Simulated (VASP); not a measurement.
# W in VASP: notebook

Runs on W. Level: LDA. Tasks: single point.

Everything below comes from runs of VASP 6.6.1. Logs are shortened: lines on timing, memory, paths and dates and some standing lists are left out, and cuts for length are marked.

## Step 1: The cell of the first run

The structure is cubic, space group Fm-3m (No. 225). Conventional cell: a = 3.991 Å, b = 3.991 Å, c = 3.991 Å, α = 90.00°, β = 90.00°, γ = 90.00°. W (site symmetry m-3m) has 12 W at 2.82 Å within 3.7 Å.

## Step 2: Single point, LDA (volume scaled by 0.95)

File INCAR:

```
SYSTEM = W
PREC = Accurate
ENCUT = 520
EDIFF = 1E-7
ISMEAR = -1
SIGMA = 0.05
LREAL = .False.
LASPH = .True.
NELM = 100
ALGO = Normal
ISIF = 2
LWAVE = .False.
LCHARG = .False.
NBANDS = 13
```

File KPOINTS:

```
Automatic mesh
0
Gamma
  14 14 14
  0 0 0
```

File POSCAR:

```
W
1.0
    0.0000000000      1.9955865722      1.9955865722
    1.9955865722      0.0000000000      1.9955865722
    1.9955865722      1.9955865722      0.0000000000
W
1
Direct
    0.0000000000      0.0000000000      0.0000000000
```

Potentials or basis: VASP PAW LDA potentials, release 64 (W_sv).

Command:

```sh
> cat potpaw_LDA.64/W_sv/POTCAR > POTCAR
> mpirun -np 1 vasp_std > vasp.out
```

OUTCAR:

```text
SYSTEM = W
   PREC = Accurate
   ENCUT = 520
   EDIFF = 1E-7
   ISMEAR = -1
   LREAL = .False.
   LASPH = .True.
   NELM = 100
   ISIF = 2

 ion  position               nearest neighbor table
   1  0.000  0.000  0.000-

  LATTYP: Found a face centered cubic cell.
 ALAT       =     3.9911731444

  Lattice vectors:

 A1 = (   0.0000000000,   1.9955865722,   1.9955865722)
 A2 = (   1.9955865722,   0.0000000000,   1.9955865722)
 A3 = (   1.9955865722,   1.9955865722,   0.0000000000)

Analysis of symmetry for initial positions (statically):
=====================================================================
 Subroutine PRICEL returns:
 Original cell was already a primitive cell.

 Routine SETGRP: Setting up the symmetry group for a
 face centered cubic supercell.

 Subroutine GETGRP returns: Found 48 space group operations
 (whereof 48 operations were pure point group operations)
 out of a pool of 48 trial point group operations.

The static configuration has the point symmetry O_h .

Analysis of symmetry for dynamics (positions and initial velocities):
=====================================================================
 Subroutine PRICEL returns:
 Original cell was already a primitive cell.

 Routine SETGRP: Setting up the symmetry group for a
 face centered cubic supercell.

 Subroutine GETGRP returns: Found 48 space group operations
 (whereof 48 operations were pure point group operations)
 out of a pool of 48 trial point group operations.

The dynamic configuration has the point symmetry O_h .

 Subroutine INISYM returns: Found 48 space group operations
 (whereof 48 operations are pure point group operations),
 and found     1 'primitive' translations

----------------------------------------------------------------------------------------

                                     Primitive cell

  volume of cell :      15.8943

  direct lattice vectors                    reciprocal lattice vectors
     0.000000000  1.995586572  1.995586572    -0.250552899  0.250552899  0.250552899
     1.995586572  0.000000000  1.995586572     0.250552899 -0.250552899  0.250552899
     1.995586572  1.995586572  0.000000000     0.250552899  0.250552899 -0.250552899

  length of vectors
     2.822185595  2.822185595  2.822185595     0.433970350  0.433970350  0.433970350

  position of ions in fractional coordinates (direct lattice)
     0.000000000  0.000000000  0.000000000

  ion indices of the primitive-cell ions
   primitive index   ion index
                 1           1

----------------------------------------------------------------------------------------

 KPOINTS: Automatic mesh

Automatic generation of k-mesh.
 Grid dimensions read from file:
 generate k-points for:   14   14   14

 Generating k-lattice:

  Cartesian coordinates                     Fractional coordinates (reciprocal lattice)
    -0.017896636  0.017896636  0.017896636     0.071428571  0.000000000  0.000000000
     0.017896636 -0.017896636  0.017896636     0.000000000  0.071428571  0.000000000
     0.017896636  0.017896636 -0.017896636     0.000000000  0.000000000  0.071428571

  Length of vectors
     0.030997882  0.030997882  0.030997882

  Shift w.r.t. Gamma in fractional coordinates (k-lattice)
     0.000000000  0.000000000  0.000000000

 Subroutine IBZKPT returns following result:
 ===========================================

 Found    104 irreducible k-points:

 Following reciprocal coordinates:
            Coordinates               Weight
  0.000000  0.000000  0.000000      1.000000
  0.071429  0.000000  0.000000      8.000000
  0.142857  0.000000  0.000000      8.000000
  0.214286  0.000000  0.000000      8.000000
  0.285714  0.000000  0.000000      8.000000
  0.357143  0.000000  0.000000      8.000000
[... 16 lines left out ...]
  0.214286  0.142857  0.000000     24.000000
  0.285714  0.142857  0.000000     24.000000
 [... further k-points ...]
   k-points           NKPTS =    104   k-points in BZ     NKDIM =    104   number of bands    NBANDS=     13
   number of dos      NEDOS =    301   number of ions     NIONS =      1
   total plane-waves  NPLWV =  13824
   dimension x,y,z NGX =    24 NGY =   24 NGZ =   24
   dimension x,y,z NGXF=    48 NGYF=   48 NGZF=   48
   ions per type =               1
   NGX,Y,Z   is equivalent  to a cutoff of  14.14, 14.14, 14.14 a.u.
   NGXF,Y,Z  is equivalent  to a cutoff of  28.28, 28.28, 28.28 a.u.
 SYSTEM =  W
   PREC   = accura    normal or accurate (medium, high low for compatibility)
   ISTART =      0    job   : 0-new  1-cont  2-samecut
   ICHARG =      2    charge: 1-file 2-atom 10-const
   ISPIN  =      1    spin polarized calculation?
   LNONCOLLINEAR =      F non collinear calculations
   LSORBIT =      F    spin-orbit coupling
   LASPH  =      T    aspherical Exc in radial PAW
   ENCUT  =  520.0 eV  38.22 Ry    6.18 a.u.   5.25  5.25  5.25*2*pi/ulx,y,z
   NELM   =    100;   NELMIN=  2; NELMDL= -5     # of ELM steps
   EDIFF  = 0.1E-06   stopping-criterion for ELM
   LREAL  =      F    real-space projection
   EDIFFG = 0.1E-05   stopping-criterion for IOM
   NSW    =      0    number of steps for IOM
   IBRION =     -1    ionic relax: 0-MD 1-quasi-New 2-CG
   NFREE  =      0    steps in history (QN), initial steepest desc. (CG)
   ISIF   =      2    stress and relaxation
   ISYM   =      2    0-nonsym 1-usesym 2-fastsym
   POTIM  = 0.5000    time-step for ionic-motion
   TEBEG  =    0.0;   TEEND  =   0.0 temperature during run
   PSTRESS=    0.0 pullay stress
   NELECT =      14.0000    total number of electrons
   NUPDOWN=      -1.0000    fix difference up-down
   EMIN   =  10.00;   EMAX   =-10.00  energy-range for DOS
   EFERMI =   0.00;   METHOD = LEGACY
   ISMEAR =    -1;   SIGMA  =   0.05  broadening in eV -4-tet -1-fermi 0-gaus
   EFERMI_NEDOS =   21; number of points for ismear=-14 and -15
   IALGO  =     38    algorithm
   IMIX   =      4    mixing-type and parameters
     AMIX     =   0.40;   BMIX     =  1.00
     AMIX_MAG =   1.60;   BMIX_MAG =  1.00
  volume/ion in A,a.u.               =      15.89       107.26
  Fermi-wavevector in a.u.,A,eV,Ry     =   1.569291  2.965531 33.506736  2.462676
  Thomas-Fermi vector in A             =   2.671196
   LORBIT       =      0    0 simple, 1 ext, 2 COOP (PROOUT), +10 PAW based schemes
   GGA     = CA    functional components
   LHFCALC =     F    Hartree Fock is set to
   AEXX    =    0.0000 exact exchange contribution
   IVDW    =     0    specifies the selected vdW correction
   LEPSILON=     F    determine dielectric tensor
   LRPA    =     F    only Hartree local field effects (RPA)
 non-spin polarized calculation
  energy-cutoff  :      520.00
  volume of cell :       15.89
 maximum number of plane-waves:       444
 NGX is ok and might be reduce to    24
   NGX = 11   NGY = 11   NGZ = 11

 number of electron      14.0000000 magnetization

 Free energy of the ion-electron system (eV)
  ---------------------------------------------------
  ext. energy  EPLUGINS =         0.00000000
  ---------------------------------------------------
  free energy    TOTEN  =       -13.61580582 eV

  energy without entropy =      -13.60576966  energy(sigma->0) =      -13.61078774

 E-fermi :  10.7658     XC(G=0): -13.8037

 val. band max:       10.7419811949   @ k =  -0.1429   0.0714   0.0000
 cond. band min:      10.7761640714   @ k =   0.2143   0.1429   0.0714
 fundamental gap:      0.0341828766
 Fermi energy:        10.7658388846

 k-point     1 :       0.0000    0.0000    0.0000
  band No.  band energies     occupation
      1     -62.3679      2.00000
      2     -26.2003      2.00000
      3     -26.2003      2.00000
      4     -26.2003      2.00000
      5       1.7384      2.00000
      6      10.1760      1.99998
      7      10.1760      1.99998
      8      10.1760      1.99998
      9      13.4105      0.00000
     10      13.4105      0.00000
     11      23.7159      0.00000
     12      29.0261      0.00000
     13      29.0261      0.00000

 k-point     2 :       0.0714    0.0000    0.0000
  band No.  band energies     occupation
      1     -62.3617      2.00000
      2     -26.2696      2.00000
      3     -26.2091      2.00000
      4     -26.2091      2.00000
      5       1.9719      2.00000
      6       9.9996      2.00000
      7      10.2843      1.99987
      8      10.2843      1.99987
      9      13.3106      0.00000
     10      13.3106      0.00000
     11      24.1810      0.00000
     12      28.1020      0.00000
     13      29.4642      0.00000

 k-point     3 :       0.1429    0.0000    0.0000
  band No.  band energies     occupation
      1     -62.3442      2.00000
      2     -26.4607      2.00000
      3     -26.2335      2.00000
      4     -26.2335      2.00000
      5       2.6264      2.00000
      6       9.5929      2.00000
      7      10.5328      1.98126
      8      10.5328      1.98126
      9      13.1392      0.00000
     10      13.1392      0.00000
     11      25.2373      0.00000
     12      26.7304      0.00000
     13      30.7084      0.00000
[... 305 lines left out ...]
 k-point    23 :       0.2143    0.1429    0.0000
  band No.  band energies     occupation
      1     -62.3174      2.00000
      2     -26.6274      2.00000
      3     -26.3355      2.00000
      4     -26.3249      2.00000
      5       3.6415      2.00000
      6       8.6733      2.00000
      7      10.9697      0.03332
      8      11.2730      0.00008
      9      11.9455      0.00000
     10      14.0426      0.00000
     11      26.9321      0.00000
     12      27.5423      0.00000
     13      30.3776      0.00000

 k-point    24 :       0.2857    0.1429    0.0000
  band No.  band energies     occupation
      1     -62.2928      2.00000
      2     -26.8640      2.00000
      3     -26.3792      2.00000
      4     -26.3660      2.00000
      5       4.5459      2.00000
      6       8.4017      2.00000
      7      10.3672      1.99931
      8      11.3898      0.00001
      9      12.8315      0.00000
     10      14.5194      0.00000
     11      25.7034      0.00000
     12      28.8045      0.00000
     13      31.1213      0.00000

 [... further k-points ...]

------------------------ aborting loop because EDIFF is reached ----------------------------------------

  FORCE on cell =-STRESS in cart. coord.  units (eV):
  Direction    XX          YY          ZZ          XY          YZ          ZX
  --------------------------------------------------------------------------------------
  -------------------------------------------------------------------------------------
  Total       -0.2265750     -0.2265750     -0.2265750      0.0000000     -0.0000000      0.0000000
  in kB      -22.8391945    -22.8391945    -22.8391945      0.0000000     -0.0000000      0.0000000
  external PRESSURE =     -22.8391945 kB  Pullay stress =       0.0000000 kB

 VOLUME and BASIS-vectors are now :
 -----------------------------------------------------------------------------
  energy-cutoff  :      520.00
  volume of cell :       15.89
      direct lattice vectors                 reciprocal lattice vectors
     0.000000000  1.995586572  1.995586572    -0.250552899  0.250552899  0.250552899
     1.995586572  0.000000000  1.995586572     0.250552899 -0.250552899  0.250552899
     1.995586572  1.995586572  0.000000000     0.250552899  0.250552899 -0.250552899

 POSITION                                       TOTAL-FORCE (eV/Angst)
 -----------------------------------------------------------------------------------
      0.00000      0.00000      0.00000         0.000000      0.000000      0.000000
 -----------------------------------------------------------------------------------
    total drift:                               -0.000000      0.000000      0.000000

  FREE ENERGIE OF THE ION-ELECTRON SYSTEM (eV)
  ---------------------------------------------------
  free  energy   TOTEN  =       -13.6158058207 eV

  energy  without entropy=      -13.6057696644  energy(sigma->0) =      -13.61078774
```

It took 11 s on 1 thread of Intel Xeon Platinum 8488C (Sapphire Rapids), shared host; peak memory 0.14 GiB.

Results:

```yaml
Free_energy: -13.6158 eV
Pressure: -2.3 GPa
Band_gap_on_the_k_mesh: zero (band 7 reaches 14.18 eV, above the bottom of band 8 at 10.18 eV)
```

Caveat: spin-orbit coupling is left out, which moves the levels of the heavy elements.

(Continued in part 2 of 2.)
